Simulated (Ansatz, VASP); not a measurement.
**TiSi16 in VASP and in Ansatz**

```xyz
17
Lattice="0.0000 5.4300 5.4300 5.4300 0.0000 5.4300 5.4300 5.4300 0.0000" Properties=species:S:1:pos:R:3 pbc="T T T"
Si   -0.0004    0.0003   -0.0004
Si    1.3149    1.3134    1.3139
Si    2.7172    2.7127   -0.0379
Si    4.1165    4.1156    1.3142
Si    2.7161   -0.0394    2.7135
Si    4.1159    1.3143    4.1156
Si    5.4705    2.7148    2.7145
Si    6.7744    4.0869    4.0885
Si   -0.0354    2.7140    2.7160
Si    1.3148    4.1159    4.1165
Si    2.7169    5.4672    2.7169
Si    4.0914    6.7703    4.0890
Si    2.7157    2.7161    5.4689
Si    4.0911    4.0872    6.7722
Si    5.4331    5.4287    5.4307
Si    6.7744    6.7708    6.7724
Ti    2.7166    2.7143    2.7152
```

Alike in both runs: functional PBE; k mesh 2 × 2 × 2; occupations fermi-dirac, width 0.05 eV; no spin polarisation.

Ansatz relaxed the structure, and its values are those at the end. VASP's run is a single point on that final structure, the one shown.

|  | VASP | Ansatz |
| --- | --- | --- |
| version | VASP 6.6.1 | Ansatz 0.2.0 |
| potentials or method | VASP PAW PBE potentials, release 64 (Si, Ti_sv), cutoff 520 eV | scalar-relativistic, plane waves, PAW |
| valence electrons in the cell | 76 | 76 |

Ansatz gave:

| Quantity | Value |
| --- | --- |
| rms of the force components (eV/Å) | 0.008 |

Task: Which values does VASP return?

Result: rms of the force components (eV/Å): 0.007.

The functional is the same, so the differences come from potentials, cutoffs and numerics.

The k mesh is coarse, so the values compare programs but aren't converged.
